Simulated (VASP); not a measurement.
Input of a VASP 6.6.1 run:

The input INCAR:

```
ALGO = Normal
EDIFF = 1E-6
ENCUT = 520
GGA = PS
ISIF = 2
ISMEAR = -1
LASPH = T
LCHARG = F
LREAL = Auto
LWAVE = F
NBANDS = 88
NELECT = 128.0
NELM = 100
PREC = Accurate
SIGMA = 0.05
```

KPOINTS

```
k-points
0
Gamma
  1 2 1
```

Contents of POSCAR:

```
NaAlS2O8
1.0
   -7.9436620000      0.0000000000      0.0000000000
    0.0000000000     -5.0661780000      0.0000000000
   -0.3840970000      0.0000000000      7.2986670000
Na Al S O
2 2 4 16
Direct
    0.5686528243      0.5183592049      0.5228214960
    0.0022405193      0.0705462777      0.4376552595
    0.5012816185      0.4765525412      0.0280873206
   -0.0002736592      0.0277131992     -0.0039733283
    0.1270272791      0.4847638595      0.2107234102
    0.8712781870      0.5203133407      0.7877191821
    0.6282180604      0.0036121905      0.2266304244
    0.3583708618      0.0215941880      0.8045441722
    0.1169092549      0.4895011585      0.4423684489
    0.8270147467      0.5923992406      0.5906695017
    0.0281823119      0.2654861318      0.1752922828
    0.9831312128      0.7616787251      0.8241093887
    0.9466522765      0.2493990539      0.7628653287
   -0.0060521766      0.7113844006      0.1790600941
    0.2734359188      0.4742628467      0.0823164011
    0.7413675514      0.4629328065      0.9607644793
    0.7043824653      0.0117840313      0.4226114166
    0.2953953386     -0.0119222025      0.5992738126
    0.5217094712      0.7369855540      0.2309736833
    0.4529394490      0.2746251711      0.8008448666
    0.4971920879      0.8243689819      0.8398245871
    0.5001020522      0.2210344761      0.2326452214
    0.7380822415     -0.0017567484      0.0500502352
    0.2300231043     -0.0067506511      0.9588052174
```

Potentials or basis: VASP PAW PBE potentials, release 64 (Na_pv, Al, S, O).

Command:

```console
$ cat potpaw_PBE.64/Na_pv/POTCAR potpaw_PBE.64/Al/POTCAR potpaw_PBE.64/S/POTCAR potpaw_PBE.64/O/POTCAR > POTCAR
$ mpirun -np 1 vasp_std > vasp.out
```

(1) Predict the largest force.

Answers

(1) 6.098 eV/Å.

Caveat: the k points lie up to 0.86 Å⁻¹ apart; the cell carries a net charge on a neutralising background, which shifts energy and pressure; the PAW data sets were made with another functional, which shifts forces and pressure a little.
